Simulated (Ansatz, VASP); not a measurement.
K3Cd2Os: VASP beside Ansatz

```
K Cd Os
1.0
     5.12303    0.00000    0.00000
     0.00000    5.12303    0.00000
     0.00000    0.00000   11.11058
K Cd Os
3 2 1
Cartesian
  2.5615 2.5615 7.7182
  2.5615 2.5615 3.2448
  0.0000 0.0000 1.4035
  0.0000 2.5615 10.2725
  2.5615 0.0000 10.2725
  2.5615 2.5615 10.9746
```

Alike in both runs: functional PBE; k mesh 8 × 8 × 4; occupations gaussian, width 0.1 eV; no spin polarisation.

Ansatz relaxed the structure, and its values are those at the end. VASP's run is a single point on that final structure, the one shown.

```csv
,VASP,Ansatz
version,VASP 6.6.1,Ansatz 0.2.0
potentials or method,"VASP PAW PBE potentials, release 64 (K_sv, Cd, Os), cutoff 520 eV","scalar-relativistic, plane waves, PAW"
valence electrons in the cell,59,83
```

```tsv
	VASP	Ansatz	Ansatz less VASP
gap on the k mesh at the Fermi level (eV)	none	none	-
pressure (GPa)	0.1	0.0	-0.09
rms of the force components (eV/Å)	0.019	0.002	-0.0169
```

A gap of «none» marks a metal or a gap that the smearing closes. VASP's potentials hold 59 valence electrons a cell and Ansatz's 83, so a difference there can come from the potentials and not from the codes.

Spin-orbit coupling is off throughout.
